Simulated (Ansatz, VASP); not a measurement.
## HfO2: VASP beside Ansatz

File POSCAR:

```
HfO2
1.0
    4.8382036345      0.0000000000      0.0000000000
    0.0000000000      4.8382036345      0.0000000000
    0.0000000000      0.0000000000      3.2203479159
Hf O
2 4
Direct
    0.0000000000      0.0000000000     -0.0014664304
    0.5000000000      0.5000000000      0.5014664304
    0.1949191830      0.8050808170      0.5232894091
    0.3050808170      0.3050808170     -0.0232894091
    0.6949191830      0.6949191830     -0.0232894091
    0.8050808170      0.1949191830      0.5232894091
```

File INCAR.step1:

```
SYSTEM = HfO2
PREC     = Accurate       ! precision mode
ENCUT    = 520            ! plane-wave cutoff, eV
ISMEAR   = 0              ! smearing method
SIGMA    = 0.05           ! smearing width, eV
LREAL    = .False.        ! projectors in reciprocal space
LASPH    = .True.         ! aspherical terms in the spheres
NELM     = 100            ! most SCF steps
NBANDS   = 31             ! bands
GGA      = PE             ! functional
ALGO     = Normal         ! electronic algorithm
EDIFF    = 1E-4           ! SCF threshold, eV
LWAVE    = .True.         ! write WAVECAR
LCHARG   = .False.        ! write CHGCAR
```

The input INCAR.step2:

```
SYSTEM = HfO2
PREC     = Accurate       ! precision mode
ENCUT    = 520            ! plane-wave cutoff, eV
EDIFF    = 1E-6           ! SCF threshold, eV
ISMEAR   = 0              ! smearing method
SIGMA    = 0.05           ! smearing width, eV
LREAL    = .False.        ! projectors in reciprocal space
LASPH    = .True.         ! aspherical terms in the spheres
NELM     = 100            ! most SCF steps
ALGO     = Normal         ! electronic algorithm
ISIF     = 2              ! what is computed and relaxed
LWAVE    = .False.        ! write WAVECAR
LCHARG   = .True.         ! write CHGCAR
METAGGA  = R2SCAN         ! meta-GGA
LMIXTAU  = .True.       
LELF     = .True.         ! ELF
LVHAR    = .True.       
NBANDS   = 31             ! bands
ISTART   = 1
```

KPOINTS

```
regular mesh
0
Gamma
  6 6 8
  0 0 0
```

Input for Ansatz:

```yaml
crystal:
  lattice:
    - [4.8382036345, 0.0, 0.0]
    - [0.0, 4.8382036345, 0.0]
    - [0.0, 0.0, 3.2203479159]
  atoms:
    - { symbol: Hf, position: [0.0, 0.0, -0.0014664304] }
    - { symbol: Hf, position: [0.5, 0.5, 0.5014664304] }
    - { symbol: O, position: [0.194919183, 0.805080817, 0.5232894091] }
    - { symbol: O, position: [0.305080817, 0.305080817, -0.0232894091] }
    - { symbol: O, position: [0.694919183, 0.694919183, -0.0232894091] }
    - { symbol: O, position: [0.805080817, 0.194919183, 0.5232894091] }
basis:
  ecutwfc: 500
kpoints:
  mp_grid: { grid: [6, 6, 8] }
hamiltonian:
  xc: r2scan
scf:
  occupations: { method: gaussian, width: 0.05 }
output:
  forces: true
  stress: true
  eigenvalues: true
  write_density: true
  write_potential: true
  elf: true
  volumetric_format: npy
```

Change from the starting cell: mode 12 (420.9 1/cm) frozen in, largest displacement +0.075 Å.

Alike in both runs: task single point; functional r2SCAN; k mesh 6 × 6 × 8; occupations gaussian, width 0.05 eV; no spin polarisation.

|  | VASP | Ansatz |
| --- | --- | --- |
| version | VASP 6.6.1 | Ansatz 0.2.0 |
| potentials or method | VASP PAW PBE potentials, release 64 (Hf_pv, O), cutoff 520 eV | scalar-relativistic, plane waves, PAW |
| valence electrons in the cell | 44 | 76 |

VASP gave:

* gap on the k mesh at the Fermi level (eV): 4.57
* least direct gap on the mesh (eV): 4.57
* pressure (GPa): -2.2
* traceless stress, the component that is largest in VASP (GPa): -0.68
* rms of the force components (eV/Å): 0.406

**Question.** Estimate Ansatz's values.

**Answer.** gap on the k mesh at the Fermi level (eV): 4.63; least direct gap on the mesh (eV): 4.63; pressure (GPa): 1.0; traceless stress, the component that is largest in VASP (GPa): -0.14; rms of the force components (eV/Å): 0.419.

VASP's potentials were made for PBE, not for r2SCAN. Atom by atom the forces differ by 0.030 eV/Å (rms over components). With one functional, cell and mesh, what is left measures potentials, basis and numerics. VASP's potentials hold 44 valence electrons a cell and Ansatz's 76, so a difference there can come from the potentials and not from the codes.

Spin-orbit coupling is off throughout.
